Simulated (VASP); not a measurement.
# ZnSe (Stilleite) (F-43m) in VASP: density of states with PBE

Aim: the density of states of ZnSe (Stilleite) with PBE.

Program: VASP 6.6.1. These are calculated values, not measurements. Logs are shortened: lines on timing, memory, paths and dates and some standing lists are left out, and cuts for length are marked.

### 1 The cell of the first run

Symmetry: F-43m, No. 216, cubic system. Conventional cell: a = 5.668 Å, b = 5.668 Å, c = 5.668 Å, α = 90.00°, β = 90.00°, γ = 90.00°. Zn (site symmetry -43m) has 4 Se at 2.45 Å within 3.2 Å. Within 3.2 Å of Se (site symmetry -43m) lie 4 Zn at 2.45 Å.

### 2 Density of states, PBE

The input, POSCAR:

```
ZnSe
1.0
    0.0000000000      2.8338000000      2.8338000000
    2.8338000000      0.0000000000      2.8338000000
    2.8338000000      2.8338000000      0.0000000000
Zn Se
1 1
Direct
    0.0000000000      0.0000000000      0.0000000000
    0.2500000000      0.2500000000      0.2500000000
```

The input, INCAR.step1:

```
PREC = Accurate ; ENCUT = 400
EDIFF = 1E-6 ; ISMEAR = 0
SIGMA = 0.01 ; LREAL = False
LASPH = True ; NELM = 120
ALGO = Normal ; ISIF = 2
LWAVE = False ; LCHARG = True
GGA = PE ; NBANDS = 16
GGA_COMPAT = False ; NEDOS = 2001
LORBIT = 11
```

The input, KPOINTS.step1:

```
Automatic mesh
0
Gamma
  5 5 5
```

The input, INCAR.step2:

```
PREC = Accurate ; ENCUT = 400
EDIFF = 1E-6 ; ISMEAR = -5
SIGMA = 0.01 ; LREAL = False
LASPH = True ; NELM = 120
ALGO = Normal ; ISIF = 2
LWAVE = False ; LCHARG = False
GGA = PE ; LORBIT = 10
NEDOS = 2001 ; ICHARG = 11
GGA_COMPAT = False
```

The input, KPOINTS.step2:

```
Automatic mesh
0
Gamma
  8 8 8
```

Potentials or basis: VASP PAW PBE potentials, release 64 (Zn, Se).

Started as:

```sh
cat potpaw_PBE.64/Zn/POTCAR potpaw_PBE.64/Se/POTCAR > POTCAR
cp INCAR.step1 INCAR
cp KPOINTS.step1 KPOINTS
mpirun -np 1 vasp_std > vasp.out
cp INCAR.step2 INCAR
cp KPOINTS.step2 KPOINTS
mpirun -np 1 vasp_std > vasp.out
```

OUTCAR:

```text
PREC = Accurate
   ENCUT = 400
   EDIFF = 1E-6
   ISMEAR = -5
   LREAL = False
   LASPH = True
   NELM = 120
   ISIF = 2
   GGA = PE
   LORBIT = 10
   ICHARG = 11

 ion  position               nearest neighbor table
   1  0.000  0.000  0.000-   2 2.45   2 2.45   2 2.45   2 2.45
   2  0.250  0.250  0.250-   1 2.45   1 2.45   1 2.45   1 2.45

  LATTYP: Found a face centered cubic cell.
 ALAT       =     5.6676000000

  Lattice vectors:

 A1 = (   0.0000000000,   2.8338000000,   2.8338000000)
 A2 = (   2.8338000000,   0.0000000000,   2.8338000000)
 A3 = (   2.8338000000,   2.8338000000,   0.0000000000)

Analysis of symmetry for initial positions (statically):
=====================================================================
 Subroutine PRICEL returns:
 Original cell was already a primitive cell.

 Routine SETGRP: Setting up the symmetry group for a
 face centered cubic supercell.

 Subroutine GETGRP returns: Found 24 space group operations
 (whereof 24 operations were pure point group operations)
 out of a pool of 48 trial point group operations.

The static configuration has the point symmetry T_d .

Analysis of symmetry for dynamics (positions and initial velocities):
=====================================================================
 Subroutine PRICEL returns:
 Original cell was already a primitive cell.

 Routine SETGRP: Setting up the symmetry group for a
 face centered cubic supercell.

 Subroutine GETGRP returns: Found 24 space group operations
 (whereof 24 operations were pure point group operations)
 out of a pool of 48 trial point group operations.

The dynamic configuration has the point symmetry T_d .

 Subroutine INISYM returns: Found 24 space group operations
 (whereof 24 operations are pure point group operations),
 and found     1 'primitive' translations

----------------------------------------------------------------------------------------

                                     Primitive cell

  volume of cell :      45.5132

  direct lattice vectors                    reciprocal lattice vectors
     0.000000000  2.833800000  2.833800000    -0.176441527  0.176441527  0.176441527
     2.833800000  0.000000000  2.833800000     0.176441527 -0.176441527  0.176441527
     2.833800000  2.833800000  0.000000000     0.176441527  0.176441527 -0.176441527

  length of vectors
     4.007598393  4.007598393  4.007598393     0.305605690  0.305605690  0.305605690

  position of ions in fractional coordinates (direct lattice)
     0.000000000  0.000000000  0.000000000
     0.250000000  0.250000000  0.250000000

  ion indices of the primitive-cell ions
   primitive index   ion index
                 1           1
                 2           2

----------------------------------------------------------------------------------------

 KPOINTS: Automatic mesh

Automatic generation of k-mesh.
 Grid dimensions read from file:
 generate k-points for:    8    8    8

 Generating k-lattice:

  Cartesian coordinates                     Fractional coordinates (reciprocal lattice)
    -0.022055191  0.022055191  0.022055191     0.125000000  0.000000000  0.000000000
     0.022055191 -0.022055191  0.022055191     0.000000000  0.125000000  0.000000000
     0.022055191  0.022055191 -0.022055191     0.000000000  0.000000000  0.125000000

  Length of vectors
     0.038200711  0.038200711  0.038200711

  Shift w.r.t. Gamma in fractional coordinates (k-lattice)
     0.000000000  0.000000000  0.000000000

 TETIRR: Found     76 inequivalent tetrahedra from     3072

 Subroutine IBZKPT returns following result:
 ===========================================

 Found     29 irreducible k-points:

 Following reciprocal coordinates:
            Coordinates               Weight
  0.000000  0.000000  0.000000      1.000000
  0.125000  0.000000  0.000000      8.000000
  0.250000  0.000000  0.000000      8.000000
  0.375000  0.000000  0.000000      8.000000
  0.500000  0.000000  0.000000      4.000000
  0.125000  0.125000  0.000000      6.000000
[... 16 lines left out ...]
  0.500000  0.250000  0.125000     48.000000
 -0.375000  0.250000  0.125000     24.000000
 [... further k-points ...]
   k-points           NKPTS =     29   k-points in BZ     NKDIM =     29   number of bands    NBANDS=     13
   number of dos      NEDOS =   2001   number of ions     NIONS =      2
   total plane-waves  NPLWV =  21952
   dimension x,y,z NGX =    28 NGY =   28 NGZ =   28
   dimension x,y,z NGXF=    56 NGYF=   56 NGZF=   56
   ions per type =               1   1
   NGX,Y,Z   is equivalent  to a cutoff of  11.62, 11.62, 11.62 a.u.
   NGXF,Y,Z  is equivalent  to a cutoff of  23.23, 23.23, 23.23 a.u.
 SYSTEM =  unknown system
   PREC   = accura    normal or accurate (medium, high low for compatibility)
   ISTART =      0    job   : 0-new  1-cont  2-samecut
   ICHARG =     11    charge: 1-file 2-atom 10-const
   ISPIN  =      1    spin polarized calculation?
   LNONCOLLINEAR =      F non collinear calculations
   LSORBIT =      F    spin-orbit coupling
   LASPH  =      T    aspherical Exc in radial PAW
   ENCUT  =  400.0 eV  29.40 Ry    5.42 a.u.   6.54  6.54  6.54*2*pi/ulx,y,z
   NELM   =    120;   NELMIN=  2; NELMDL=  0     # of ELM steps
   EDIFF  = 0.1E-05   stopping-criterion for ELM
   LREAL  =      F    real-space projection
   EDIFFG = 0.1E-04   stopping-criterion for IOM
   NSW    =      0    number of steps for IOM
   IBRION =     -1    ionic relax: 0-MD 1-quasi-New 2-CG
   NFREE  =      0    steps in history (QN), initial steepest desc. (CG)
   ISIF   =      2    stress and relaxation
   ISYM   =      2    0-nonsym 1-usesym 2-fastsym
   POTIM  = 0.5000    time-step for ionic-motion
   TEBEG  =    0.0;   TEEND  =   0.0 temperature during run
   PSTRESS=    0.0 pullay stress
   NELECT =      18.0000    total number of electrons
   NUPDOWN=      -1.0000    fix difference up-down
   EMIN   =  10.00;   EMAX   =-10.00  energy-range for DOS
   EFERMI =   0.00;   METHOD = LEGACY
   ISMEAR =    -5;   SIGMA  =   0.01  broadening in eV -4-tet -1-fermi 0-gaus
   EFERMI_NEDOS =   21; number of points for ismear=-14 and -15
   IALGO  =     38    algorithm
   IMIX   =      4    mixing-type and parameters
     AMIX     =   0.40;   BMIX     =  1.00
     AMIX_MAG =   1.60;   BMIX_MAG =  1.00
  volume/ion in A,a.u.               =      22.76       153.57
  Fermi-wavevector in a.u.,A,eV,Ry     =   1.201673  2.270834 19.647073  1.444019
  Thomas-Fermi vector in A             =   2.337476
   LORBIT       =     10    0 simple, 1 ext, 2 COOP (PROOUT), +10 PAW based schemes
   GGA     = PE    functional components
   LHFCALC =     F    Hartree Fock is set to
   AEXX    =    0.0000 exact exchange contribution
   IVDW    =     0    specifies the selected vdW correction
   LEPSILON=     F    determine dielectric tensor
   LRPA    =     F    only Hartree local field effects (RPA)
 non-spin polarized calculation
 Fermi weights with tetrahedron method with Bloechl corrections
  energy-cutoff  :      400.00
  volume of cell :       45.51
 maximum number of plane-waves:       869
 NGX is ok and might be reduce to    28

 number of electron      18.0000014 magnetization

 Free energy of the ion-electron system (eV)
  ---------------------------------------------------
  ext. energy  EPLUGINS =         0.00000000
  ---------------------------------------------------
  free energy    TOTEN  =        -6.01822011 eV

  energy without entropy =       -6.01822011  energy(sigma->0) =       -6.01822011

 E-fermi :   1.6257     XC(G=0):  -9.3170

 val. band max:        1.6238547380   @ k =   0.0000   0.0000   0.0000
 cond. band min:       2.9088655532   @ k =   0.0000   0.0000   0.0000
 fundamental gap:      1.2850108152
 Fermi energy:         1.6257186080

 k-point     1 :       0.0000    0.0000    0.0000
  band No.  band energies     occupation
      1     -11.6344      2.00000
      2      -4.9296      2.00000
      3      -4.9296      2.00000
      4      -4.9296      2.00000
      5      -4.5590      2.00000
      6      -4.5590      2.00000
      7       1.6239      2.00000
      8       1.6239      2.00000
      9       1.6239      2.00000
     10       2.9089      0.00000
     11       7.4159      0.00000
     12       7.4159      0.00000
     13       7.4159      0.00000

 k-point     2 :       0.1250    0.0000    0.0000
  band No.  band energies     occupation
      1     -11.5335      2.00000
      2      -4.9224      2.00000
      3      -4.9136      2.00000
      4      -4.9136      2.00000
      5      -4.5602      2.00000
      6      -4.5602      2.00000
      7       0.3036      2.00000
      8       1.4716      2.00000
      9       1.4716      2.00000
     10       3.8956      0.00000
     11       7.3622      0.00000
     12       7.6700      0.00000
     13       7.6700      0.00000

 k-point     3 :       0.2500    0.0000    0.0000
  band No.  band energies     occupation
      1     -11.2717      2.00000
      2      -4.8786      2.00000
      3      -4.8786      2.00000
      4      -4.8671      2.00000
      5      -4.5586      2.00000
      6      -4.5586      2.00000
      7      -1.4268      2.00000
      8       1.1463      2.00000
      9       1.1463      2.00000
     10       4.3654      0.00000
     11       8.0486      0.00000
     12       8.0486      0.00000
     13       8.1892      0.00000
[... 305 lines left out ...]
 k-point    23 :       0.5000    0.2500    0.1250
  band No.  band energies     occupation
      1     -10.8212      2.00000
      2      -4.8338      2.00000
      3      -4.8028      2.00000
      4      -4.6710      2.00000
      5      -4.5465      2.00000
      6      -4.4949      2.00000
      7      -2.7292      2.00000
      8      -0.6530      2.00000
      9       0.3379      2.00000
     10       5.8783      0.00000
     11       7.1730      0.00000
     12       8.3211      0.00000
     13       9.8643      0.00000

 k-point    24 :      -0.3750    0.2500    0.1250
  band No.  band energies     occupation
      1     -10.7119      2.00000
      2      -4.8254      2.00000
      3      -4.7884      2.00000
      4      -4.5910      2.00000
      5      -4.5518      2.00000
      6      -4.3508      2.00000
      7      -3.2741      2.00000
      8      -0.7884      2.00000
      9       0.1577      2.00000
     10       5.8460      0.00000
     11       7.1664      0.00000
     12       9.0269      0.00000
     13      10.2914      0.00000

 [... further k-points ...]
[... 5 lines left out ...]
  --------------------------------------------------------------------------------------
  -------------------------------------------------------------------------------------
  Total        0.5396155      0.5396155      0.5396155      0.0000000      0.0000000      0.0000000
  in kB       18.9957914     18.9957914     18.9957914      0.0000000      0.0000000      0.0000000
  external PRESSURE =      18.9957914 kB  Pullay stress =       0.0000000 kB

 VOLUME and BASIS-vectors are now :
 -----------------------------------------------------------------------------
  energy-cutoff  :      400.00
  volume of cell :       45.51
      direct lattice vectors                 reciprocal lattice vectors
     0.000000000  2.833800000  2.833800000    -0.176441527  0.176441527  0.176441527
     2.833800000  0.000000000  2.833800000     0.176441527 -0.176441527  0.176441527
     2.833800000  2.833800000  0.000000000     0.176441527  0.176441527 -0.176441527

 POSITION                                       TOTAL-FORCE (eV/Angst)
 -----------------------------------------------------------------------------------
      0.00000      0.00000      0.00000         0.000000     -0.000000      0.000000
      1.41690      1.41690      1.41690        -0.000000      0.000000     -0.000000
 -----------------------------------------------------------------------------------
    total drift:                                0.000001      0.000001      0.000001

  FREE ENERGIE OF THE ION-ELECTRON SYSTEM (eV)
  ---------------------------------------------------
  free  energy   TOTEN  =        -6.0182201084 eV

  energy  without entropy=       -6.0182201084  energy(sigma->0) =       -6.01822011

 total charge

# of ion       s       p       d       tot
------------------------------------------
    1        0.535   0.448   9.785  10.767
    2        1.436   2.427   0.030   3.893
--------------------------------------------------
tot          1.971   2.875   9.815  14.660
```

Run time: 33 s. Hardware: 1 thread of AMD EPYC 7R13, shared host; peak memory 0.12 GiB.

What came out:

* Valence electrons inside the program's atomic spheres: Zn 10.77; Se 3.89
